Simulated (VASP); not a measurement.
# Zr (P6_3/mmc) in VASP: single point with r2SCAN

Aim: the single point of Zr with r2SCAN.

Everything below comes from runs of VASP 6.6.1. Logs are shortened: lines on timing, memory, paths and dates and some standing lists are left out, and cuts for length are marked.

## Step 1: The cell of the first run

Symmetry: P6_3/mmc, No. 194, hexagonal system. Conventional cell: a = 3.245 Å, b = 3.245 Å, c = 5.149 Å, α = 90.00°, β = 90.00°, γ = 120.00°. Within 4.2 Å of Zr (site symmetry -6m2) lie 12 Zr at 3.18 to 3.25 Å.

## Step 2: Single point, r2SCAN, collinear spin

File POSCAR:

```
Zr
1.0
    3.2454403005      0.0000000000      0.0000000000
   -1.6227201502      2.8106337467      0.0000000000
    0.0000000000      0.0000000000      5.1494233965
Zr
2
Direct
    0.3333333333      0.6666666667      0.2500000000
    0.6666666667      0.3333333333      0.7500000000
```

File INCAR.step1:

```
SYSTEM = Zr
ALGO     = Normal         ! electronic algorithm
EDIFF    = 1E-4           ! SCF threshold, eV
ENCUT    = 520            ! plane-wave cutoff, eV
GGA      = PE             ! functional
ISMEAR   = -1             ! smearing method
ISPIN    = 2              ! spin polarisation
LASPH    = .True.         ! aspherical terms in the spheres
LCHARG   = .False.        ! write CHGCAR
LMAXMIX  = 4              ! l up to which the mixer works
LREAL    = .False.        ! projectors in reciprocal space
LWAVE    = .True.         ! write WAVECAR
MAGMOM   = 1 1            ! initial moments
NBANDS   = 23             ! bands
NELM     = 150            ! most SCF steps
PREC     = Accurate       ! precision mode
SIGMA    = 0.05           ! smearing width, eV
```

File INCAR.step2:

```
SYSTEM = Zr
ALGO     = Normal         ! electronic algorithm
EDIFF    = 1E-7           ! SCF threshold, eV
ENCUT    = 520            ! plane-wave cutoff, eV
ISIF     = 2              ! what is computed and relaxed
ISMEAR   = -1             ! smearing method
ISPIN    = 2              ! spin polarisation
ISTART   = 1            
LASPH    = .True.         ! aspherical terms in the spheres
LCHARG   = .False.        ! write CHGCAR
LMAXMIX  = 4              ! l up to which the mixer works
LMIXTAU  = .True.       
LORBIT   = 11             ! projections on sites
LREAL    = .False.        ! projectors in reciprocal space
LWAVE    = .False.        ! write WAVECAR
MAGMOM   = 1 1            ! initial moments
METAGGA  = R2SCAN         ! meta-GGA
NBANDS   = 23             ! bands
NELM     = 150            ! most SCF steps
PREC     = Accurate       ! precision mode
SIGMA    = 0.05           ! smearing width, eV
```

File KPOINTS:

```
k-points
0
Gamma
  18 18 10
  0 0 0
```

Potentials or basis: VASP PAW PBE potentials, release 64 (Zr_sv).

Run with:

```
$ cat potpaw_PBE.64/Zr_sv/POTCAR > POTCAR
$ cp INCAR.step1 INCAR
$ mpirun -np 1 vasp_std > vasp.out
$ cp INCAR.step2 INCAR
$ mpirun -np 1 vasp_std > vasp.out
```

OUTCAR:

```text
SYSTEM = Zr
   EDIFF = 1E-7
   ENCUT = 520
   ISIF = 2
   ISMEAR = -1
   ISPIN = 2
   ISTART = 1
   LASPH = .True.
   LORBIT = 11
   LREAL = .False.
   METAGGA = R2SCAN
   NELM = 150
   PREC = Accurate

 ion  position               nearest neighbor table
   1  0.333  0.667  0.250-   2 3.18   2 3.18   2 3.18   2 3.18   2 3.18   2 3.18
   2  0.667  0.333  0.750-   1 3.18   1 3.18   1 3.18   1 3.18   1 3.18   1 3.18

  LATTYP: Found a hexagonal cell.
 ALAT       =     3.2454403005
 C/A-ratio  =     1.5866640331

  Lattice vectors:

 A1 = (   3.2454403005,   0.0000000000,   0.0000000000)
 A2 = (  -1.6227201502,   2.8106337467,   0.0000000000)
 A3 = (   0.0000000000,   0.0000000000,   5.1494233965)

Analysis of symmetry for initial positions (statically):
=====================================================================
 Subroutine PRICEL returns:
 Original cell was already a primitive cell.

 Routine SETGRP: Setting up the symmetry group for a
 hexagonal supercell.

 Subroutine GETGRP returns: Found 24 space group operations
 (whereof 12 operations were pure point group operations)
 out of a pool of 24 trial point group operations.

The static configuration has the point symmetry D_3d.
 The point group associated with its full space group is D_6h.

Analysis of symmetry for dynamics (positions and initial velocities):
=====================================================================
 Subroutine PRICEL returns:
 Original cell was already a primitive cell.

 Routine SETGRP: Setting up the symmetry group for a
 hexagonal supercell.

 Subroutine GETGRP returns: Found 24 space group operations
 (whereof 12 operations were pure point group operations)
 out of a pool of 24 trial point group operations.

The dynamic configuration has the point symmetry D_3d.
 The point group associated with its full space group is D_6h.

Analysis of structural, dynamic, and magnetic symmetry:
=====================================================================
 Subroutine PRICEL returns:
 Original cell was already a primitive cell.

 Routine SETGRP: Setting up the symmetry group for a
 hexagonal supercell.

 Subroutine GETGRP returns: Found 24 space group operations
 (whereof 12 operations were pure point group operations)
 out of a pool of 24 trial point group operations.

The overall configuration has the point symmetry D_3d.
 The point group associated with its full space group is D_6h.

 Subroutine INISYM returns: Found 24 space group operations
 (whereof 12 operations are pure point group operations),
 and found     1 'primitive' translations
[... 111 lines left out ...]
   EFERMI_NEDOS =   21; number of points for ismear=-14 and -15
   IALGO  =     38    algorithm
   IMIX   =      4    mixing-type and parameters
     AMIX     =   0.40;   BMIX     =  1.00
     AMIX_MAG =   1.60;   BMIX_MAG =  1.00
  volume/ion in A,a.u.               =      23.49       158.49
  Fermi-wavevector in a.u.,A,eV,Ry     =   1.308779  2.473234 23.305464  1.712903
  Thomas-Fermi vector in A             =   2.439423
   LORBIT       =     11    0 simple, 1 ext, 2 COOP (PROOUT), +10 PAW based schemes
   METAGGA = R2SCAN    functional components
   LHFCALC =     F    Hartree Fock is set to
   AEXX    =    0.0000 exact exchange contribution
   IVDW    =     0    specifies the selected vdW correction
   LEPSILON=     F    determine dielectric tensor
   LRPA    =     F    only Hartree local field effects (RPA)
 spin polarized calculation
  energy-cutoff  :      520.00
  volume of cell :       46.97
 maximum number of plane-waves:      1296
   NGX = 13   NGY = 13   NGZ = 19

 number of electron      24.0000000 magnetization      -0.0000000

 number of electron      24.0000000 magnetization       0.0000003

 Free energy of the ion-electron system (eV)
  ---------------------------------------------------
  ext. energy  EPLUGINS =         0.00000000
  ---------------------------------------------------
  free energy    TOTEN  =       -45.50843649 eV

  energy without entropy =      -45.49507896  energy(sigma->0) =      -45.50175772

 E-fermi :   8.9488     XC(G=0): -11.9065

 val. band max:        8.9230293777   @ k =   0.3333   0.1667   0.4000
 cond. band min:       8.9513556464   @ k =   0.3333   0.3333   0.3000
 fundamental gap:      0.0283262688
 Fermi energy:         8.9487646197

 spin component 1

 k-point     1 :       0.0000    0.0000    0.0000
  band No.  band energies     occupation
      1     -41.6316      1.00000
      2     -41.4685      1.00000
      3     -19.4796      1.00000
      4     -18.5834      1.00000
      5     -18.5834      1.00000
      6     -18.4420      1.00000
[... 613 lines left out ...]
     22      18.3851      0.00000
     23      19.7706      0.00000

 [... further k-points ...]

 spin component 2

 k-point     1 :       0.0000    0.0000    0.0000
  band No.  band energies     occupation
      1     -41.6316      1.00000
      2     -41.4685      1.00000
      3     -19.4796      1.00000
      4     -18.5834      1.00000
      5     -18.5834      1.00000
      6     -18.4420      1.00000
[... 613 lines left out ...]
     22      18.3851      0.00000
     23      19.7706      0.00000

 [... further k-points ...]
[... 5 lines left out ...]
  --------------------------------------------------------------------------------------
  -------------------------------------------------------------------------------------
  Total        0.0164556      0.0164556      0.0464182      0.0000000      0.0000000      0.0000000
  in kB        0.5612910      0.5612910      1.5832970      0.0000000      0.0000000      0.0000000
  external PRESSURE =       0.9019597 kB  Pullay stress =       0.0000000 kB

 VOLUME and BASIS-vectors are now :
 -----------------------------------------------------------------------------
  energy-cutoff  :      520.00
  volume of cell :       46.97
      direct lattice vectors                 reciprocal lattice vectors
     3.245440300  0.000000000  0.000000000     0.308124602  0.177895822  0.000000000
    -1.622720150  2.810633747  0.000000000     0.000000000  0.355791643  0.000000000
     0.000000000  0.000000000  5.149423396     0.000000000  0.000000000  0.194196500

 POSITION                                       TOTAL-FORCE (eV/Angst)
 -----------------------------------------------------------------------------------
     -0.00000      1.87376      1.28736        -0.000000      0.000000      0.000000
      1.62272      0.93688      3.86207         0.000000      0.000000      0.000000
 -----------------------------------------------------------------------------------
    total drift:                               -0.000000      0.000000     -0.000000

  FREE ENERGIE OF THE ION-ELECTRON SYSTEM (eV)
  ---------------------------------------------------
  free  energy   TOTEN  =       -45.5084364914 eV

  energy  without entropy=      -45.4950789553  energy(sigma->0) =      -45.50175772

 total charge

# of ion       s       p       d       tot
------------------------------------------
    1        2.225   5.968   1.572   9.765
    2        2.225   5.968   1.572   9.765
--------------------------------------------------
tot          4.450  11.936   3.144  19.530

 magnetization (x)

# of ion       s       p       d       tot
------------------------------------------
    1       -0.000   0.000  -0.000  -0.000
    2       -0.000   0.000  -0.000  -0.000
--------------------------------------------------
tot         -0.000   0.000  -0.000  -0.000
```

OSZICAR.step1:

```text
N       E                     dE             d eps       ncg     rms          rms(c)
DAV:   1     0.214814604997E+03    0.21481E+03   -0.12771E+04 20456   0.103E+03
DAV:   2    -0.175289059834E+01   -0.21657E+03   -0.21012E+03 24087   0.319E+02
DAV:   3    -0.171581428653E+02   -0.15405E+02   -0.15212E+02 39078   0.604E+01
DAV:   4    -0.174869841056E+02   -0.32884E+00   -0.32862E+00 23191   0.910E+00
DAV:   5    -0.174913355424E+02   -0.43514E-02   -0.43513E-02 29683   0.851E-01    0.150E+01
DAV:   6    -0.171049650488E+02    0.38637E+00   -0.88757E-01 24610   0.606E+00    0.588E+00
DAV:   7    -0.170317110430E+02    0.73254E-01   -0.42085E-01 27118   0.377E+00    0.346E+00
DAV:   8    -0.170447292637E+02   -0.13018E-01   -0.48707E-02 28492   0.119E+00    0.104E+00
DAV:   9    -0.170468827647E+02   -0.21535E-02   -0.47203E-03 26031   0.507E-01    0.578E-01
DAV:  10    -0.170483154661E+02   -0.14327E-02   -0.55776E-03 22958   0.638E-01    0.767E-02
DAV:  11    -0.170483642028E+02   -0.48737E-04   -0.30138E-04 23361   0.120E-01
   1 F= -.17048364E+02 E0= -.17039824E+02  d E =-.170802E-01  mag=     0.0011
```

Run time: 40 min. Hardware: 1 thread of Oxide Virtual Turin-like, shared host; peak memory 0.39 GiB.

What came out:

* Free energy: -45.5084 eV
* Pressure: 0.1 GPa
* Band gap on the k mesh: zero (filled and empty bands overlap)
* Net moment: 0.00 μB per cell
* Valence electrons inside the program's atomic spheres: Zr 9.77

Caveat: the PAW data sets were made with another functional, which shifts forces and pressure a little.

The gap in the log of VASP goes by the Fermi energy; the results here count the filled bands.